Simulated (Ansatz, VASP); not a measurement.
# LiS2: VASP beside Ansatz

```xyz
6
Lattice="2.4946 -0.6674 0.0003 -1.8292 3.1623 -0.0016 0.0737 -0.0729 16.1486" Properties=species:S:1:pos:R:3 pbc="T T T"
Li   -0.0411    2.0503    4.0384
Li    0.7797    0.3716   12.1089
S    -0.1363    1.9513   10.2308
S     0.8720    0.4654    2.1603
S    -0.1333    1.9551   13.9853
S     0.8761    0.4727    5.9182
```

Change from the starting cell: 2H molybdenite type (P6_3/mmc, No. 194); cell x1, atoms moved at random (sigma 0.05 Å) and cell strained at random (1.5 %), then relaxed without symmetry.

Alike in both runs: functional PBE; k mesh 12 × 12 × 2; occupations gaussian, width 0.1 eV; no spin polarisation.

Ansatz relaxed the structure, and its values are those at the end. VASP's run is a single point on that final structure, the one shown.

|  | VASP | Ansatz |
| --- | --- | --- |
| version | VASP 6.6.1 | Ansatz 0.2.0 |
| potentials or method | VASP PAW PBE potentials, release 64 (Li_sv, S), cutoff 520 eV | scalar-relativistic, plane waves, PAW |
| valence electrons in the cell | 30 | 30 |

```csv
,VASP,Ansatz,Ansatz less VASP
gap on the k mesh at the Fermi level (eV),none,none,-
rms of the force components (eV/Å),0.002,0.004,+0.0015
```

A gap of «none» marks a metal or a gap that the smearing closes.

Noted on VASP's run: the cutoff is under 1.25 times that of the potentials, so the pressure is a little rough.
